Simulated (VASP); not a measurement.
Crystal: Tl.

```xyz
2
Lattice="3.4706 0.0000 0.0000 -1.7353 3.0056 0.0000 0.0000 0.0000 5.3977" Properties=species:S:1:pos:R:3 pbc="T T T"
Tl    0.0000    2.0037    1.3494
Tl    1.7353    1.0019    4.0483
```

| Item | Value |
| --- | --- |
| Program | VASP 6.6.1 |
| Task | relaxation of cell and atoms |
| Functional | PBE |
| Potentials or basis | VASP PAW PBE potentials, release 64 (Tl_d) |
| Cutoff | 600 eV |
| k mesh | 15 × 15 × 8 |
| Occupations | gaussian, width 0.1 eV |
| Spin | no spin polarisation |

At the start: pressure 3.9 GPa; volume 28.15 Å³/atom.

Task: How do energy, volume and symmetry change on relaxing?

Result: Over 9 steps the energy falls by 35.3 meV/atom and the volume is 31.39 Å³/atom (+11.5 %); space group P6_3/mmc (No. 194, to 0.05 Å).

The path:
```
step  energy change (eV)  largest force (eV/Å)  pressure (GPa)  volume (Å³)
   1              0.0000                0.0000            3.94        56.30
   2             -0.0698                0.0000            0.22        62.13
   3             -0.0703                0.0000            0.04        62.62
   4             -0.0703                0.0000           -0.03        62.75
   5             -0.0704                0.0000           -0.02        62.76
   6             -0.0705                0.0000           -0.02        62.78
   7             -0.0704                0.0000           -0.02        62.81
   8             -0.0705                0.0000           -0.02        62.79
   9             -0.0705                0.0000           -0.02        62.79
```

Final structure:
```xyz
2
Lattice="3.6090 0.0000 0.0000 -1.8045 3.1255 0.0000 0.0000 0.0000 5.5665" Properties=species:S:1:pos:R:3 pbc="T T T"
Tl    0.0000    2.0836    1.3916
Tl    1.8045    1.0418    4.1749
```

Caveat: the volume moved by +12 % from the deposited cell, more than functionals usually miss.
